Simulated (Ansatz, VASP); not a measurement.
Two plane-wave programs on InAs

The input INCAR:

```
PREC = Accurate
ENCUT = 520
EDIFF = 1E-6
ISMEAR = -1
SIGMA = 0.05
LREAL = F
LASPH = T
NELM = 80
ALGO = Normal
ISIF = 2
LWAVE = F
LCHARG = T
GGA = B5
ALDAX = 1.0
AGGAX = 1.0
AGGAC = 1.0
ALDAC = 0.0
LELF = T
LVHAR = T
NBANDS = 16
```

File KPOINTS:

```
Automatic mesh
0
Gamma
  8 8 8
```

POSCAR

```
InAs
1.0
    0.0000000000      3.0180000000      3.0180000000
    3.0180000000      0.0000000000      3.0180000000
    3.0180000000      3.0180000000      0.0000000000
In As
1 1
Direct
    0.0000000000      0.0000000000      0.0000000000
    0.7500000000      0.7500000000      0.7500000000
```

input.yaml

```yaml
crystal:
  lattice:
    - [0.0, 3.018, 3.018]
    - [3.018, 0.0, 3.018]
    - [3.018, 3.018, 0.0]
  atoms:
    - { symbol: In, position: [0.0, 0.0, 0.0] }
    - { symbol: As, position: [0.75, 0.75, 0.75] }
hamiltonian:
  xc: blyp
  pseudopotentials: { kind: paw }
kpoints:
  mp_grid: { grid: [8, 8, 8] }
  band_path:
    path:
      - [[0.0, 0.0, 0.0], [0.5, 0.0, 0.5], [0.5, 0.25, 0.75], [0.375, 0.375, 0.75], [0.0, 0.0, 0.0], [0.5, 0.5, 0.5], [0.625, 0.25, 0.625], [0.5, 0.25, 0.75], [0.5, 0.5, 0.5], [0.375, 0.375, 0.75]]
      - [[0.625, 0.25, 0.625], [0.5, 0.0, 0.5]]
    npoints: 14
scf:
  occupations: { method: fermi_dirac, width: 0.05 }
  n_extra_bands: 6
output:
  forces: true
  stress: true
  eigenvalues: true
  fatbands: false
```

Alike in both runs: functional BLYP; k mesh 8 × 8 × 8; occupations fermi-dirac, width 0.05 eV; no spin polarisation.

```csv
,VASP,Ansatz
version,VASP 6.6.1,Ansatz 0.2.0
potentials or method,"VASP PAW PBE potentials, release 64 (In_d, As)",Ansatz PAW
plane-wave cutoff (eV),520,420
valence electrons in the cell,18,28
task,single point,band structure
```

|  | VASP | Ansatz | Ansatz less VASP |
| --- | --- | --- | --- |
| gap on the k mesh at the Fermi level (eV) | none | none | - |
| pressure (GPa) | 7.6 | 7.5 | -0.19 |

VASP's potentials were made for PBE, not for BLYP. A gap of «none» marks a metal or a gap that the smearing closes. VASP's potentials hold 18 valence electrons a cell and Ansatz's 28, so a difference there can come from the potentials and not from the codes.
